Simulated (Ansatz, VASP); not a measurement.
**Ta2AlN2: VASP beside Ansatz**

```
Ta Al N
1.0
     2.69716   -2.73839    0.00000
     2.69716    2.73839    0.00000
     0.00000    0.00000    5.27278
Ta Al N
2 1 2
Direct
  0.00000 0.00000 0.00000
  0.50000 0.50000 0.00000
  0.50000 0.50000 0.50000
  0.11141 0.88859 0.50000
  0.88859 0.11141 0.50000
```

Alike in both runs: functional PBE; k mesh 4 × 4 × 4; occupations gaussian, width 0.1 eV; no spin polarisation.

Ansatz relaxed the structure, and its values are those at the end. VASP's run is a single point on that final structure, the one shown.

|  | VASP | Ansatz |
| --- | --- | --- |
| version | VASP 6.6.1 | Ansatz 0.2.0 |
| potentials or method | VASP PAW PBE potentials, release 64 (Ta_sv_GW, Al, N), cutoff 700 eV | scalar-relativistic, plane waves, PAW |
| valence electrons in the cell | 39 | 39 |

Ansatz gave:

| Item | Value |
| --- | --- |
| gap on the k mesh at the Fermi level (eV) | none |
| pressure (GPa) | 0.0 |
| rms of the force components (eV/Å) | 0.004 |

Task: Which values does VASP return?

Result: gap on the k mesh at the Fermi level (eV): none; pressure (GPa): -0.1; rms of the force components (eV/Å): 0.126.

A gap of «none» marks a metal or a gap that the smearing closes. One of these differences is far larger than is usual between the two programs; its cause wasn't traced.

The k mesh is coarse, so the values compare programs but aren't converged. Neither program's run includes spin-orbit coupling. Noted on VASP's run: the standard files for N, O and F lose accuracy on very short bonds.
